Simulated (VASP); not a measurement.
# HfO2: single point with PBEsol

Crystal: HfO2.

```
Hf O
1.0
    -4.83012   -4.83012    0.00000
    -4.83012    4.83012    0.00000
     4.83012    0.00000   -6.41943
Hf O
8 16
Direct
  0.75000 0.75000 0.50000
  0.50000 0.50000 0.00000
  0.25000 0.25000 0.50000
  0.00000 0.00000 0.00000
  0.12500 0.62500 0.25000
  0.87500 0.37500 0.75000
  0.62500 0.12500 0.25000
  0.37500 0.87500 0.75000
  0.12500 0.93003 0.25000
  0.87500 0.68003 0.75000
  0.62500 0.43003 0.25000
  0.37500 0.18003 0.75000
  0.44497 0.75000 0.50000
  0.19497 0.50000 0.00000
  0.94497 0.25000 0.50000
  0.69497 0.00000 0.00000
  0.05503 0.75000 0.50000
  0.80503 0.50000 0.00000
  0.55503 0.25000 0.50000
  0.30503 0.00000 0.00000
  0.12500 0.31997 0.25000
  0.87500 0.06997 0.75000
  0.62500 0.81997 0.25000
  0.37500 0.56997 0.75000
```

```json
{
 "Program": "VASP 6.6.1",
 "Task": "single point",
 "Functional": "PBEsol",
 "Potentials or basis": "VASP PAW PBE potentials, release 64 (Hf_pv, O)",
 "Cutoff": "520 eV",
 "k mesh": "2 × 2 × 2",
 "Occupations": "gaussian, width 0.01 eV",
 "Spin": "no spin polarisation"
}
```

The pressure is -2.6 GPa, the largest force is 0.049 eV/Å and the band gap on the k mesh is 3.83 eV.

Forces in eV/Å, atoms in the order of the input:
```
Hf   0.000  0.000  0.000
Hf   0.000  0.000  0.000
Hf   0.000  0.000  0.000
Hf   0.000  0.000  0.000
Hf   0.000  0.000  0.000
Hf   0.000  0.000  0.000
Hf   0.000  0.000  0.000
Hf   0.000  0.000  0.000
O   -0.035  0.035  0.000
O   -0.035  0.035  0.000
O   -0.035  0.035  0.000
O   -0.035  0.035  0.000
O    0.035  0.035  0.000
O    0.035  0.035  0.000
O    0.035  0.035  0.000
O    0.035  0.035  0.000
O   -0.035 -0.035  0.000
O   -0.035 -0.035  0.000
O   -0.035 -0.035  0.000
O   -0.035 -0.035  0.000
O    0.035 -0.035  0.000
O    0.035 -0.035  0.000
O    0.035 -0.035  0.000
O    0.035 -0.035  0.000
```

Stress tensor (GPa, compression positive):
```
-2.35  0.00  0.00
 0.00 -2.35  0.00
 0.00  0.00 -3.14
```

Levels at points of the mesh, in eV from the valence-band top:
```csv
k point,band 86,band 87,band 88,band 89,band 90,band 91
"(0.00, 0.00, 0.00)",-0.50,-0.50,0.00,3.83,4.02,5.13
"(0.50, 0.00, 0.00)",-0.74,-0.53,-0.53,4.34,4.34,4.42
"(0.50, 0.50, 0.00)",-0.72,-0.67,-0.67,4.06,4.06,4.52
"(0.00, 0.00, 0.50)",-0.52,-0.50,-0.50,4.09,4.09,4.79
```

Run time: 5.6 min on 1 thread of Intel Xeon 6975P-C, with other jobs on the host, peak memory 0.45 GiB.

Caveat: the k points lie up to 0.52 Å⁻¹ apart; the PAW data sets were made with another functional, which shifts forces and pressure a little; spin-orbit coupling is left out, which moves the levels of the heavy elements. A k mesh can miss the band edges.
